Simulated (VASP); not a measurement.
Set up this calculation in VASP 6.6.1, as the native input.

| Property | Result |
| --- | --- |
| Task | single point |
| Functional | LDA |
| Potentials or basis | VASP PAW LDA potentials, release 64 (Li_sv, F) |
| Cutoff | 520 eV |
| k mesh | 10 × 10 × 10 |
| Occupations | fermi-dirac, width 0.03 eV |
| Spin | no spin polarisation |
| Dipole correction | no |
| Further INCAR settings | ALGO = Normal; EDIFF = 1e-06; NBANDS = 12 |

The structure of LiF lies in POSCAR:

```
LiF
1.0
    0.0000000000      1.9737200000      2.0140000000
    1.9737200000      0.0000000000      2.0140000000
    1.9737200000      1.9737200000      0.0000000000
Li F
1 1
Direct
    0.0000000000      0.0000000000      0.0000000000
    0.5000000000      0.5000000000      0.5000000000
```

This cell differs from its parent crystal: equal xx and yy strain of -2 %.

The input as run:

INCAR

```
SYSTEM = LiF
PREC     = Accurate       ! precision mode
ENCUT    = 520            ! plane-wave cutoff, eV
EDIFF    = 1E-6           ! SCF threshold, eV
ISMEAR   = -1             ! smearing method
SIGMA    = 0.03           ! smearing width, eV
LREAL    = .FALSE.        ! projectors in reciprocal space
LASPH    = .TRUE.         ! aspherical terms in the spheres
NELM     = 80             ! most SCF steps
ALGO     = Normal         ! electronic algorithm
ISIF     = 2              ! what is computed and relaxed
LWAVE    = .FALSE.        ! write WAVECAR
LCHARG   = .FALSE.        ! write CHGCAR
GGA      = CA             ! functional
NBANDS   = 12             ! bands
```

KPOINTS

```
Automatic mesh
0
G
  10 10 10
  0 0 0
```

Potentials or basis: VASP PAW LDA potentials, release 64 (Li_sv, F).

Command:

```sh
$ cat potpaw_LDA.64/Li_sv/POTCAR potpaw_LDA.64/F/POTCAR > POTCAR
$ mpirun -np 1 vasp_std > vasp.out
```

Results of the run:

| Item | Value |
| --- | --- |
| Band gap on the k mesh | 9.17 eV, direct |

Caveat: the cell differs from its parent crystal (equal xx and yy strain of -2 %).

It took 5.4 s on 1 thread of Intel(R) Xeon(R) 6975P-C (Granite Rapids) (shared host), peak memory 0.13 GiB.
